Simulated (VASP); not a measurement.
A run of VASP 6.6.1 is set up as follows.

The input INCAR:

```
PREC = Accurate ; ENCUT = 520
EDIFF = 1E-7 ; ISMEAR = 0
SIGMA = 0.15 ; LREAL = False
LASPH = True ; NELM = 80
ALGO = Fast ; ISIF = 2
LWAVE = False ; LCHARG = False
GGA = PS ; NBANDS = 16
```

File KPOINTS:

```
regular mesh
0
Gamma
  16 16 16
```

POSCAR

```
AlRu
1.0
    2.9916000000      0.0000000000      0.0000000000
    0.0000000000      2.9916000000      0.0000000000
    0.0000000000      0.0000000000      2.9916000000
Al Ru
1 1
Direct
    0.0000000000      0.0000000000      0.0000000000
    0.5000000000      0.4498596069      0.4498596069
```

Potentials or basis: VASP PAW PBE potentials, release 64 (Al, Ru_pv).

Command:

```console
$ cat potpaw_PBE.64/Al/POTCAR potpaw_PBE.64/Ru_pv/POTCAR > POTCAR
$ mpirun -np 1 vasp_std > vasp.out
```

Task: What does it give for the largest force?

Result: 1.730 eV/Å.

Task: Estimate the pressure.

Result: 0.3 GPa.

Forces in eV/Å, atoms in the order of the input:
```
Al   0.000 -1.224 -1.224
Ru   0.000  1.224  1.224
```

Caveat: the cell differs from its parent crystal (atom 2 (Ru) moved by (-0.150, -0.150) A along y and z); the PAW data sets were made with another functional, which shifts forces and pressure a little.
